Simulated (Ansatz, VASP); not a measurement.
**Two plane-wave programs on Zn2SnN**

Contents of INCAR:

```
  PREC = Accurate
  ENCUT = 520
  EDIFF = 1E-7
  ISMEAR = 0
  SIGMA = 0.1
  LREAL = False
  LASPH = True
  NELM = 60
  ALGO = Normal
  ISIF = 2
  LWAVE = False
  LCHARG = True
  GGA = PE
  LELF = True
  LVHAR = True
  NBANDS = 30
```

Contents of KPOINTS:

```
Automatic mesh
0
Gamma
  18 18 6
```

POSCAR

```
Zn2SnN
1.0
    3.3513917622      0.0000000000      0.0000000000
   -1.6756958811      2.9023904041      0.0000000000
    0.0000000000      0.0000000000      8.7291317505
Zn Sn N
2 1 1
Direct
    0.0000000000      0.0000000000      0.7954141475
    0.0000000000      0.0000000000      0.2045858525
    0.0000000000      0.0000000000      0.5000000000
    0.0000000000      0.0000000000      0.0000000000
```

Input for Ansatz:

```yaml
crystal:
  lattice:
    - [3.3513917622, 0.0, 0.0]
    - [-1.6756958811, 2.9023904041, 0.0]
    - [0.0, 0.0, 8.7291317505]
  atoms:
    - { symbol: Zn, position: [0.0, 0.0, 0.7954141475] }
    - { symbol: Zn, position: [0.0, 0.0, 0.2045858525] }
    - { symbol: Sn, position: [0.0, 0.0, 0.5] }
    - { symbol: "N", position: [0.0, 0.0, 0.0] }
basis:
  ecutwfc: 420
kpoints:
  mp_grid: { grid: [18, 18, 6] }
  band_path:
    path:
      - [[0.0, 0.0, 0.0], [0.5, 0.0, 0.0], [0.33333333, 0.33333333, 0.0], [0.0, 0.0, 0.0], [0.0, 0.0, 0.5], [0.5, 0.0, 0.5], [0.33333333, 0.33333333, 0.5], [0.0, 0.0, 0.5]]
      - [[0.5, 0.0, 0.5], [0.5, 0.0, 0.0]]
      - [[0.33333333, 0.33333333, 0.5], [0.33333333, 0.33333333, 0.0]]
    npoints: 14
hamiltonian:
  xc: pbe
scf:
  occupations: { method: gaussian, width: 0.1 }
  n_extra_bands: 10
output:
  forces: true
  stress: true
  eigenvalues: true
  populations: true
  dos: { projected: true, de: 0.02, nscf_kmesh: { grid: [22, 22, 8] } }
  bader: true
```

Alike in both runs: task single point; functional PBE; k mesh 18 × 18 × 6; occupations gaussian, width 0.1 eV; no spin polarisation.

|  | VASP | Ansatz |
| --- | --- | --- |
| version | VASP 6.6.1 | Ansatz 0.2.0 |
| potentials or method | VASP PAW PBE potentials, release 64 (Zn, Sn_d, N), cutoff 520 eV | scalar-relativistic, plane waves, PAW |
| valence electrons in the cell | 43 | 43 |

|  | VASP | Ansatz | Ansatz less VASP |
| --- | --- | --- | --- |
| gap on the k mesh at the Fermi level (eV) | none | none | - |
| pressure (GPa) | 0.3 | 0.0 | -0.32 |
| traceless stress, the component that is largest in VASP (GPa) | 0.75 | 0.00 | -0.750 |
| rms of the force components (eV/Å) | 0.047 | 0.000 | -0.0472 |

Atom by atom the forces differ by 0.048 eV/Å (rms over components). A gap of «none» marks a metal or a gap that the smearing closes.
